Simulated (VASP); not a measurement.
# LiF (r.b) (Fm-3m) in VASP: single point with r2SCAN+rVV10

Aim: the single point of LiF (r.b) with r2SCAN+rVV10.

Program: VASP 6.6.1. These are calculated values, not measurements. Logs are shortened: lines on timing, memory, paths and dates and some standing lists are left out, and cuts for length are marked.

**1. The cell of the first run**

Symmetry: Fm-3m, No. 225, cubic system. Conventional cell: a = 3.973 Å, b = 3.973 Å, c = 3.973 Å, α = 90.00°, β = 90.00°, γ = 90.00°. Li (site symmetry m-3m) has 6 F at 1.99 Å within 2.6 Å. Within 2.6 Å of F (site symmetry m-3m) lie 6 Li at 1.99 Å.

**2. Single point, r2SCAN+rVV10**

Input file POSCAR:

```
LiF
1.0
    0.0000000000      1.9865547181      1.9865547181
    1.9865547181      0.0000000000      1.9865547181
    1.9865547181      1.9865547181      0.0000000000
Li F
1 1
Direct
    0.0000000000      0.0000000000      0.0000000000
    0.5000000000      0.5000000000      0.5000000000
```

Input file INCAR.step1:

```
PREC = Accurate
ENCUT = 830
ISMEAR = 0
SIGMA = 0.02
LREAL = F
LASPH = T
NELM = 120
NBANDS = 12
GGA = PE
ALGO = Normal
EDIFF = 1E-5
LWAVE = T
LCHARG = F
GGA_COMPAT = F
```

Input file INCAR.step2:

```
PREC = Accurate
ENCUT = 830
EDIFF = 1E-6
ISMEAR = 0
SIGMA = 0.02
LREAL = F
LASPH = T
NELM = 120
ALGO = Normal
ISIF = 2
LWAVE = F
LCHARG = F
METAGGA = R2SCAN
LMIXTAU = T
LUSE_VDW = T
IVDW_NL = 2
BPARAM = 11.95
CPARAM = 0.0093
NBANDS = 12
ISTART = 1
GGA_COMPAT = F
```

Input file KPOINTS:

```
Automatic mesh
0
Gamma
  10 10 10
```

Potentials or basis: VASP PAW PBE potentials, release 64 (Li_sv, F).

The run is started by

```
cat potpaw_PBE.64/Li_sv/POTCAR potpaw_PBE.64/F/POTCAR > POTCAR
cp INCAR.step1 INCAR
mpirun -np 1 vasp_std > vasp.out
cp INCAR.step2 INCAR
mpirun -np 1 vasp_std > vasp.out
```

OUTCAR:

```text
PREC = Accurate
   ENCUT = 830
   EDIFF = 1E-6
   ISMEAR = 0
   LREAL = F
   LASPH = T
   NELM = 120
   ISIF = 2
   METAGGA = R2SCAN
   IVDW_NL = 2
   BPARAM = 11.95
   ISTART = 1

 ion  position               nearest neighbor table
   1  0.000  0.000  0.000-   2 1.99   2 1.99   2 1.99   2 1.99   2 1.99   2 1.99
   2  0.500  0.500  0.500-   1 1.99   1 1.99   1 1.99   1 1.99   1 1.99   1 1.99

  LATTYP: Found a face centered cubic cell.
 ALAT       =     3.9731094362

  Lattice vectors:

 A1 = (   0.0000000000,   1.9865547181,   1.9865547181)
 A2 = (   1.9865547181,   0.0000000000,   1.9865547181)
 A3 = (   1.9865547181,   1.9865547181,   0.0000000000)

Analysis of symmetry for initial positions (statically):
=====================================================================
 Subroutine PRICEL returns:
 Original cell was already a primitive cell.

 Routine SETGRP: Setting up the symmetry group for a
 face centered cubic supercell.

 Subroutine GETGRP returns: Found 48 space group operations
 (whereof 48 operations were pure point group operations)
 out of a pool of 48 trial point group operations.

The static configuration has the point symmetry O_h .

Analysis of symmetry for dynamics (positions and initial velocities):
=====================================================================
 Subroutine PRICEL returns:
 Original cell was already a primitive cell.

 Routine SETGRP: Setting up the symmetry group for a
 face centered cubic supercell.

 Subroutine GETGRP returns: Found 48 space group operations
 (whereof 48 operations were pure point group operations)
 out of a pool of 48 trial point group operations.

The dynamic configuration has the point symmetry O_h .

 Subroutine INISYM returns: Found 48 space group operations
 (whereof 48 operations are pure point group operations),
 and found     1 'primitive' translations

----------------------------------------------------------------------------------------

                                     Primitive cell

  volume of cell :      15.6795

  direct lattice vectors                    reciprocal lattice vectors
     0.000000000  1.986554718  1.986554718    -0.251692035  0.251692035  0.251692035
     1.986554718  0.000000000  1.986554718     0.251692035 -0.251692035  0.251692035
     1.986554718  1.986554718  0.000000000     0.251692035  0.251692035 -0.251692035

  length of vectors
     2.809412625  2.809412625  2.809412625     0.435943393  0.435943393  0.435943393

  position of ions in fractional coordinates (direct lattice)
     0.000000000  0.000000000  0.000000000
     0.500000000  0.500000000  0.500000000

  ion indices of the primitive-cell ions
   primitive index   ion index
                 1           1
                 2           2

----------------------------------------------------------------------------------------

 KPOINTS: Automatic mesh

Automatic generation of k-mesh.
 Grid dimensions read from file:
 generate k-points for:   10   10   10

 Generating k-lattice:

  Cartesian coordinates                     Fractional coordinates (reciprocal lattice)
    -0.025169204  0.025169204  0.025169204     0.100000000  0.000000000  0.000000000
     0.025169204 -0.025169204  0.025169204     0.000000000  0.100000000  0.000000000
     0.025169204  0.025169204 -0.025169204     0.000000000  0.000000000  0.100000000

  Length of vectors
     0.043594339  0.043594339  0.043594339

  Shift w.r.t. Gamma in fractional coordinates (k-lattice)
     0.000000000  0.000000000  0.000000000

 Subroutine IBZKPT returns following result:
 ===========================================

 Found     47 irreducible k-points:

 Following reciprocal coordinates:
            Coordinates               Weight
  0.000000  0.000000  0.000000      1.000000
  0.100000  0.000000  0.000000      8.000000
  0.200000  0.000000  0.000000      8.000000
  0.300000  0.000000  0.000000      8.000000
  0.400000  0.000000  0.000000      8.000000
  0.500000  0.000000  0.000000      4.000000
[... 16 lines left out ...]
  0.300000  0.300000  0.000000      6.000000
  0.400000  0.300000  0.000000     24.000000
 [... further k-points ...]
   k-points           NKPTS =     47   k-points in BZ     NKDIM =     47   number of bands    NBANDS=     12
   number of dos      NEDOS =    301   number of ions     NIONS =      2
   total plane-waves  NPLWV =  21952
   dimension x,y,z NGX =    28 NGY =   28 NGZ =   28
   dimension x,y,z NGXF=    56 NGYF=   56 NGZF=   56
   ions per type =               1   1
   NGX,Y,Z   is equivalent  to a cutoff of  16.57, 16.57, 16.57 a.u.
   NGXF,Y,Z  is equivalent  to a cutoff of  33.14, 33.14, 33.14 a.u.
 SYSTEM =  unknown system
   PREC   = accura    normal or accurate (medium, high low for compatibility)
   ISTART =      1    job   : 0-new  1-cont  2-samecut
   ICHARG =      0    charge: 1-file 2-atom 10-const
   ISPIN  =      1    spin polarized calculation?
   LNONCOLLINEAR =      F non collinear calculations
   LSORBIT =      F    spin-orbit coupling
   LASPH  =      T    aspherical Exc in radial PAW
   ENCUT  =  830.0 eV  61.00 Ry    7.81 a.u.   6.60  6.60  6.60*2*pi/ulx,y,z
   NELM   =    120;   NELMIN=  2; NELMDL=  0     # of ELM steps
   EDIFF  = 0.1E-05   stopping-criterion for ELM
   LREAL  =      F    real-space projection
   EDIFFG = 0.1E-04   stopping-criterion for IOM
   NSW    =      0    number of steps for IOM
   IBRION =     -1    ionic relax: 0-MD 1-quasi-New 2-CG
   NFREE  =      0    steps in history (QN), initial steepest desc. (CG)
   ISIF   =      2    stress and relaxation
   ISYM   =      2    0-nonsym 1-usesym 2-fastsym
   POTIM  = 0.5000    time-step for ionic-motion
   TEBEG  =    0.0;   TEEND  =   0.0 temperature during run
   PSTRESS=    0.0 pullay stress
   NELECT =      10.0000    total number of electrons
   NUPDOWN=      -1.0000    fix difference up-down
   EMIN   =  10.00;   EMAX   =-10.00  energy-range for DOS
   EFERMI =   0.00;   METHOD = LEGACY
   ISMEAR =     0;   SIGMA  =   0.02  broadening in eV -4-tet -1-fermi 0-gaus
   EFERMI_NEDOS =   21; number of points for ismear=-14 and -15
   IALGO  =     38    algorithm
   IMIX   =      4    mixing-type and parameters
     AMIX     =   0.40;   BMIX     =  1.00
     AMIX_MAG =   1.60;   BMIX_MAG =  1.00
  volume/ion in A,a.u.               =       7.84        52.91
  Fermi-wavevector in a.u.,A,eV,Ry     =   1.409173  2.662951 27.018020  1.985768
  Thomas-Fermi vector in A             =   2.531256
   LORBIT       =      0    0 simple, 1 ext, 2 COOP (PROOUT), +10 PAW based schemes
   METAGGA = R2SCAN    functional components
   LHFCALC =     F    Hartree Fock is set to
   AEXX    =    0.0000 exact exchange contribution
   IVDW_NL    =     2    kernel type
   BPARAM     =11.9500
   IVDW    =     0    specifies the selected vdW correction
   LEPSILON=     F    determine dielectric tensor
   LRPA    =     F    only Hartree local field effects (RPA)
 non-spin polarized calculation
 Gauss-broadening in eV      SIGMA  =   0.02
  energy-cutoff  :      830.00
  volume of cell :       15.68
 maximum number of plane-waves:       875
 NGX is ok and might be reduce to    28
   NGX = 13   NGY = 13   NGZ = 13

 number of electron      10.0000003 magnetization

 Free energy of the ion-electron system (eV)
  ---------------------------------------------------
  ext. energy  EPLUGINS =         0.00000000
  ---------------------------------------------------
  free energy    TOTEN  =       -11.58414260 eV

  energy without entropy =      -11.58414260  energy(sigma->0) =      -11.58414260

 E-fermi :  -1.1630     XC(G=0): -10.8124

 val. band max:       -1.4022968582   @ k =   0.0000   0.0000   0.0000
 cond. band min:       9.2024008042   @ k =   0.0000   0.0000   0.0000
 fundamental gap:     10.6046976624
 Fermi energy:        -1.1630024389

 k-point     1 :       0.0000    0.0000    0.0000
  band No.  band energies     occupation
      1     -43.3265      2.00000
      2     -22.6112      2.00000
      3      -1.4023      2.00000
      4      -1.4023      2.00000
      5      -1.4023      2.00000
      6       9.2024      0.00000
      7      24.4527      0.00000
      8      24.4527      0.00000
      9      24.4527      0.00000
     10      25.1960      0.00000
     11      25.1960      0.00000
     12      25.1960      0.00000

 k-point     2 :       0.1000    0.0000    0.0000
  band No.  band energies     occupation
      1     -43.3199      2.00000
      2     -22.5714      2.00000
      3      -1.6964      2.00000
      4      -1.4282      2.00000
      5      -1.4282      2.00000
      6       9.4846      0.00000
      7      21.5894      0.00000
      8      23.4098      0.00000
      9      23.4098      0.00000
     10      25.8911      0.00000
     11      25.8911      0.00000
     12      26.3123      0.00000

 k-point     3 :       0.2000    0.0000    0.0000
  band No.  band energies     occupation
      1     -43.3028      2.00000
      2     -22.4649      2.00000
      3      -2.4097      2.00000
      4      -1.4947      2.00000
      5      -1.4947      2.00000
      6      10.0994      0.00000
      7      19.0261      0.00000
      8      21.8422      0.00000
      9      21.8422      0.00000
     10      27.1553      0.00000
     11      27.1553      0.00000
     12      27.3545      0.00000
[... 286 lines left out ...]
 k-point    23 :       0.3000    0.3000    0.0000
  band No.  band energies     occupation
      1     -43.2692      2.00000
      2     -22.1762      2.00000
      3      -3.3961      2.00000
      4      -2.1163      2.00000
      5      -2.1163      2.00000
      6      12.4033      0.00000
      7      17.7160      0.00000
      8      19.7147      0.00000
      9      21.0819      0.00000
     10      21.0819      0.00000
     11      35.2779      0.00000
     12      35.8160      0.00000

 k-point    24 :       0.4000    0.3000    0.0000
  band No.  band energies     occupation
      1     -43.2566      2.00000
      2     -22.0602      2.00000
      3      -3.8471      2.00000
      4      -2.3394      2.00000
      5      -2.2226      2.00000
      6      13.2326      0.00000
      7      16.6723      0.00000
      8      19.2098      0.00000
      9      20.8370      0.00000
     10      21.8504      0.00000
     11      35.1795      0.00000
     12      35.7331      0.00000

 [... further k-points ...]
[... 5 lines left out ...]
  --------------------------------------------------------------------------------------
  -------------------------------------------------------------------------------------
  Total       -0.0421633     -0.0421633     -0.0421633      0.0000000      0.0000000     -0.0000000
  in kB       -4.3083795     -4.3083795     -4.3083795      0.0000000      0.0000000     -0.0000000
  external PRESSURE =      -4.3083795 kB  Pullay stress =       0.0000000 kB

 VOLUME and BASIS-vectors are now :
 -----------------------------------------------------------------------------
  energy-cutoff  :      830.00
  volume of cell :       15.68
      direct lattice vectors                 reciprocal lattice vectors
     0.000000000  1.986554718  1.986554718    -0.251692035  0.251692035  0.251692035
     1.986554718  0.000000000  1.986554718     0.251692035 -0.251692035  0.251692035
     1.986554718  1.986554718  0.000000000     0.251692035  0.251692035 -0.251692035

 POSITION                                       TOTAL-FORCE (eV/Angst)
 -----------------------------------------------------------------------------------
      0.00000      0.00000      0.00000         0.000000      0.000000      0.000000
      1.98655      1.98655      1.98655        -0.000000     -0.000000     -0.000000
 -----------------------------------------------------------------------------------
    total drift:                                0.000000      0.000000      0.000000

  FREE ENERGIE OF THE ION-ELECTRON SYSTEM (eV)
  ---------------------------------------------------
  free  energy   TOTEN  =       -11.5841425999 eV

  energy  without entropy=      -11.5841425999  energy(sigma->0) =      -11.58414260
```

It took 2.9 min on 1 thread of Intel Xeon 8259CL, shared host; peak memory 0.26 GiB.

What came out:

| Property | Result |
| --- | --- |
| Free energy | -11.5841 eV |
| Pressure | -0.4 GPa |
| Band gap on the k mesh | 10.60 eV, direct |

Levels at points of the mesh, in eV from the valence-band top:
```csv
k point,band 1,band 2,band 3,band 4,band 5,band 6,band 7,band 8,band 9,band 10
"(0.00, 0.00, 0.00)",-41.92,-21.21,0.00,0.00,0.00,10.60,25.86,25.86,25.86,26.60
"(0.50, 0.00, 0.00)",-41.86,-20.76,-2.63,-0.26,-0.26,12.01,18.60,20.73,20.73,32.98
"(0.50, 0.50, 0.00)",-41.84,-20.47,-3.20,-1.07,-1.07,16.42,17.59,19.60,22.39,22.39
```

Caveat: the PAW data sets were made with another functional, which shifts forces and pressure a little. r2SCAN opens gaps a little over a GGA but as a rule still falls short of measured ones.
